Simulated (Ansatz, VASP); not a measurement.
Two plane-wave programs on TiO2

The input INCAR:

```
ALGO = Normal
EDIFF = 1E-6
ENCUT = 520
GGA = PE
ISIF = 2
ISMEAR = 0
LASPH = True
LCHARG = False
LDAU = True
LDAUJ = 0 0
LDAUL = 2 -1
LDAUPRINT = 1
LDAUTYPE = 2
LDAUU = 4 0
LMAXMIX = 4
LREAL = False
LWAVE = False
NBANDS = 33
NELM = 150
PREC = Accurate
SIGMA = 0.05
```

KPOINTS

```
k-points
0
Gamma
  8 8 8
```

File POSCAR:

```
TiO2
1.0
   -2.0560227262      2.0560227262      4.2140241797
    2.0560227262     -2.0560227262      4.2140241797
    2.0560227262      2.0560227262     -4.2140241797
Ti O
2 4
Direct
    0.0000000000      0.0000000000      0.0000000000
    0.7500000000      0.2500000000      0.5000000000
    0.2205655066      0.2205655066      0.0000000000
    0.9705655066      0.4705655066      0.5000000000
    0.5294344934      0.0294344934      0.5000000000
    0.7794344934      0.7794344934      0.0000000000
```

Input for Ansatz:

```yaml
crystal:
  lattice:
    - [-2.0560227262, 2.0560227262, 4.2140241797]
    - [2.0560227262, -2.0560227262, 4.2140241797]
    - [2.0560227262, 2.0560227262, -4.2140241797]
  atoms:
    - { symbol: Ti, position: [0.0, 0.0, 0.0] }
    - { symbol: Ti, position: [0.75, 0.25, 0.5] }
    - { symbol: O, position: [0.2205655066, 0.2205655066, 0.0] }
    - { symbol: O, position: [0.9705655066, 0.4705655066, 0.5] }
    - { symbol: O, position: [0.5294344934, 0.0294344934, 0.5] }
    - { symbol: O, position: [0.7794344934, 0.7794344934, 0.0] }
basis:
  ecutwfc: 520.0
kpoints:
  mp_grid: { grid: [8, 8, 8] }
hamiltonian:
  xc: pbe
  pseudopotentials: { kind: paw, azcp: { folder: soft_1 } }
  hubbard: { sites: [{ species: Ti, l: d, u_eff: 4.0 }] }
scf:
  occupations: { method: gaussian, width: 0.05 }
output:
  forces: true
  stress: true
  eigenvalues: true
```

Alike in both runs: task single point; functional PBE; k mesh 8 × 8 × 8; occupations gaussian, width 0.05 eV; no spin polarisation; Hubbard terms Ti d U = 4.0 eV.

```csv
,VASP,Ansatz
version,VASP 6.6.1,Ansatz 0.2.0
potentials or method,"VASP PAW PBE potentials, release 64 (Ti_sv, O), cutoff 520 eV","scalar-relativistic, plane waves, PAW"
valence electrons in the cell,48,48
```

```tsv
	VASP	Ansatz	Ansatz less VASP
gap on the k mesh at the Fermi level (eV)	2.27	2.36	+0.093
least direct gap on the mesh (eV)	2.44	2.53	+0.083
pressure (GPa)	3.5	-0.4	-3.88
traceless stress, the component that is largest in VASP (GPa)	28.54	25.58	-2.962
rms of the force components (eV/Å)	0.537	0.348	-0.1897
```

The programs project onto different local orbitals, so the same U acts differently, and such runs can settle in different states. Atom by atom the forces differ by 0.190 eV/Å (rms over components).
